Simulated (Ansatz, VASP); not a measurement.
SiO2 in VASP and in Ansatz

```xyz
24
Lattice="7.1600 0.0000 0.0000 0.0000 7.1600 0.0000 0.0000 0.0000 7.1600" Properties=species:S:1:pos:R:3 pbc="T T T"
Si    1.9787    1.9787    1.9787
Si    1.6013    5.1813    5.5587
Si    5.5587    1.6013    5.1813
Si    5.1813    5.5587    1.6013
Si    7.2919    7.2919    7.2919
Si    3.4481   -0.1319    3.7119
Si    3.7119    3.4481   -0.1319
Si   -0.1319    3.7119    3.4481
O     1.0548    1.0548    1.0548
O     2.5252    6.1052    4.6348
O     4.6348    2.5252    6.1052
O     6.1052    4.6348    2.5252
O     4.5772    4.6997    0.3856
O     6.1628    2.4603    3.9656
O     0.9972    6.0403    6.7744
O     2.5828    1.1197    3.1944
O     0.3856    4.5772    4.6997
O     3.9656    6.1628    2.4603
O     6.7744    0.9972    6.0403
O     3.1944    2.5828    1.1197
O     4.6997    0.3856    4.5772
O     2.4603    3.9656    6.1628
O     6.0403    6.7744    0.9972
O     1.1197    3.1944    2.5828
```

Alike in both runs: functional LDA; k mesh 4 × 4 × 4; occupations gaussian, width 0.02 eV; no spin polarisation.

Ansatz relaxed the structure, and its values are those at the end. VASP's run is a single point on that final structure, the one shown.

|  | VASP | Ansatz |
| --- | --- | --- |
| version | VASP 6.6.1 | Ansatz 0.2.0 |
| potentials or method | VASP PAW LDA potentials, release 64 (Si, O), cutoff 520 eV | scalar-relativistic, plane waves, PAW |
| valence electrons in the cell | 128 | 128 |

Ansatz gave:

* gap on the k mesh at the Fermi level (eV): 5.53
* least direct gap on the mesh (eV): 5.54
* pressure (GPa): -0.5
* rms of the force components (eV/Å): 0.000

Question: What did VASP give for the same quantities?

Answer: gap on the k mesh at the Fermi level (eV): 5.53; least direct gap on the mesh (eV): 5.53; pressure (GPa): 0.0; rms of the force components (eV/Å): 0.013.

LDA's correlation is that of Perdew and Zunger in VASP and of Perdew and Wang (1992) in Ansatz. Ansatz's warnings: stress scf threshold loose.
